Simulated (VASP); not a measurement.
# AlN (Cm) in VASP: a series of runs, part 2 of 3

VASP 6.6.1. Earlier steps stand in the parts before.

## (3) Single point, PBE (atom 3 (N) moved by (+0.000, +0.600) A along x and y)

INCAR

```
SYSTEM = AlN
PREC = Accurate
ENCUT = 520
EDIFF = 1E-7
ISMEAR = 0
SIGMA = 0.05
LREAL = .FALSE.
LASPH = .TRUE.
NELM = 60
ALGO = Normal
ISIF = 2
LWAVE = .FALSE.
LCHARG = .FALSE.
GGA = PE
NBANDS = 16
```

KPOINTS

```
regular mesh
0
G
  12 12 6
  0 0 0
```

POSCAR

```
AlN
1.0
    3.1110021516      0.0000000000      0.0000000000
   -1.5555010758      2.6942068945      0.0000000000
    0.0000000000      0.0000000000      4.9780000000
Al N
2 2
Direct
    0.3333333333      0.6666666667      0.0000000000
    0.6666666667      0.3333333333      0.5000000000
    0.4446833565      0.8893667129      0.3850000000
    0.6666666667      0.3333333333      0.8850000000
```

Potentials or basis: VASP PAW PBE potentials, release 64 (Al, N).

Command:

```sh
$ cat potpaw_PBE.64/Al/POTCAR potpaw_PBE.64/N/POTCAR > POTCAR
$ mpirun -np 1 vasp_std > vasp.out
```

OUTCAR:

```text
SYSTEM = AlN
   PREC = Accurate
   ENCUT = 520
   EDIFF = 1E-7
   ISMEAR = 0
   LREAL = .FALSE.
   LASPH = .TRUE.
   NELM = 60
   ISIF = 2
   GGA = PE

 ion  position               nearest neighbor table
   1  0.333  0.667  0.000-   4 1.89   4 1.89   4 1.89   3 2.01   2 3.07   2 3.07   2 3.07   2 3.07
                             2 3.07   2 3.07
   2  0.667  0.333  0.500-   3 1.33   4 1.92   3 2.23   3 2.23   1 3.07   1 3.07   1 3.07   1 3.07
                             1 3.07   1 3.07
   3  0.445  0.889  0.385-   2 1.33   1 2.01   2 2.23   2 2.23
   4  0.667  0.333  0.885-   1 1.89   1 1.89   1 1.89   2 1.92

  LATTYP: Found a hexagonal cell.
 ALAT       =     3.1110021516
 C/A-ratio  =     1.6001274694

  Lattice vectors:

 A1 = (   3.1110021516,   0.0000000000,   0.0000000000)
 A2 = (  -1.5555010758,   2.6942068945,   0.0000000000)
 A3 = (   0.0000000000,   0.0000000000,   4.9780000000)

Analysis of symmetry for initial positions (statically):
=====================================================================
 Subroutine PRICEL returns:
 Original cell was already a primitive cell.

 Routine SETGRP: Setting up the symmetry group for a
 hexagonal supercell.

 Subroutine GETGRP returns: Found  2 space group operations
 (whereof  2 operations were pure point group operations)
 out of a pool of 24 trial point group operations.

The static configuration has the point symmetry C_1h.

Analysis of symmetry for dynamics (positions and initial velocities):
=====================================================================
 Subroutine PRICEL returns:
 Original cell was already a primitive cell.

 Routine SETGRP: Setting up the symmetry group for a
 hexagonal supercell.

 Subroutine GETGRP returns: Found  2 space group operations
 (whereof  2 operations were pure point group operations)
 out of a pool of 24 trial point group operations.

The dynamic configuration has the point symmetry C_1h.
[... 123 lines left out ...]
     AMIX_MAG =   1.60;   BMIX_MAG =  1.00
  volume/ion in A,a.u.               =      10.43        70.39
  Fermi-wavevector in a.u.,A,eV,Ry     =   1.189377  2.247596 19.247033  1.414617
  Thomas-Fermi vector in A             =   2.325485
   LORBIT       =      0    0 simple, 1 ext, 2 COOP (PROOUT), +10 PAW based schemes
   GGA     = PE    functional components
   LHFCALC =     F    Hartree Fock is set to
   AEXX    =    0.0000 exact exchange contribution
   IVDW    =     0    specifies the selected vdW correction
   LEPSILON=     F    determine dielectric tensor
   LRPA    =     F    only Hartree local field effects (RPA)
 non-spin polarized calculation
 Gauss-broadening in eV      SIGMA  =   0.05
  energy-cutoff  :      520.00
  volume of cell :       41.72
 maximum number of plane-waves:      1152
   NGX = 11   NGY = 11   NGZ = 19

 number of electron      16.0000000 magnetization

 Free energy of the ion-electron system (eV)
  ---------------------------------------------------
  ext. energy  EPLUGINS =         0.00000000
  ---------------------------------------------------
  free energy    TOTEN  =       -23.10285097 eV

  energy without entropy =      -23.10285097  energy(sigma->0) =      -23.10285097

 E-fermi :   6.5010     XC(G=0): -10.8710

 val. band max:        6.2987002641   @ k =   0.0000   0.0000   0.0000
 cond. band min:       9.8912594454   @ k =   0.0000   0.0000   0.0000
 fundamental gap:      3.5925591813
 Fermi energy:         6.5009961065

 k-point     1 :       0.0000    0.0000    0.0000
  band No.  band energies     occupation
      1      -9.0518      2.00000
      2      -6.8726      2.00000
      3       0.1273      2.00000
      4       4.8700      2.00000
      5       5.3977      2.00000
      6       5.6514      2.00000
[... 433 lines left out ...]
      3       0.9208      2.00000
      4       1.8787      2.00000
      5       2.8469      2.00000
      6       4.2112      2.00000
[... 8 lines left out ...]
     15      20.6043      0.00000
     16      21.5927      0.00000

 [... further k-points ...]

------------------------ aborting loop because EDIFF is reached ----------------------------------------

  FORCE on cell =-STRESS in cart. coord.  units (eV):
  Direction    XX          YY          ZZ          XY          YZ          ZX
  --------------------------------------------------------------------------------------
  -------------------------------------------------------------------------------------
  Total       -1.1970086     33.0989371      8.1970406      0.0000000     16.4078366      0.0000000
  in kB      -45.9644116   1270.9793178    314.7614403      0.0000000    630.0510748      0.0000000
  external PRESSURE =     513.2587822 kB  Pullay stress =       0.0000000 kB

 VOLUME and BASIS-vectors are now :
 -----------------------------------------------------------------------------
  energy-cutoff  :      520.00
  volume of cell :       41.72
      direct lattice vectors                 reciprocal lattice vectors
     3.111002152  0.000000000  0.000000000     0.321439829  0.185583372  0.000000000
    -1.555501076  2.694206895  0.000000000     0.000000000  0.371166744  0.000000000
     0.000000000  0.000000000  4.978000000     0.000000000  0.000000000  0.200883889

 POSITION                                       TOTAL-FORCE (eV/Angst)
 -----------------------------------------------------------------------------------
     -0.00000      1.79614      0.00000         0.000000      0.832711      0.840274
      1.55550      0.89807      2.48900         0.000000     31.130644     14.000618
      0.00000      2.39614      1.91653        -0.000000    -32.737358    -14.430350
      1.55550      0.89807      4.40553         0.000000      0.774002     -0.410542
 -----------------------------------------------------------------------------------
    total drift:                                0.000001     -0.000780      0.000430

  FREE ENERGIE OF THE ION-ELECTRON SYSTEM (eV)
  ---------------------------------------------------
  free  energy   TOTEN  =       -23.1028509685 eV

  energy  without entropy=      -23.1028509685  energy(sigma->0) =      -23.10285097
```

Run time: 58 s. Hardware: 1 thread of AMD EPYC 9R45 (Zen 5), shared host; peak memory 0.23 GiB.

Results:

```yaml
Free_energy: -23.1029 eV
Pressure: 51.3 GPa
Largest_force: 35.777 eV/Å
Band_gap_on_the_k_mesh: 3.59 eV
```

Forces in eV/Å, atoms in the order of the input:
```
Al    0.000   0.833   0.840
Al    0.000  31.131  14.001
N     0.000 -32.737 -14.430
N     0.000   0.774  -0.411
```

Caveat: the cell differs from its parent crystal (atom 3 (N) moved by (+0.000, +0.600) A along x and y); atoms lie so close that the PAW spheres overlap strongly, which falsifies energies and pressures; the stress differs along the axes, from -5 to 127 GPa; forces of over 1 eV/Å act on the atoms, so gaps and moduli don't describe the material at rest. A k mesh can miss the band edges.

[end of part 2 of 3]
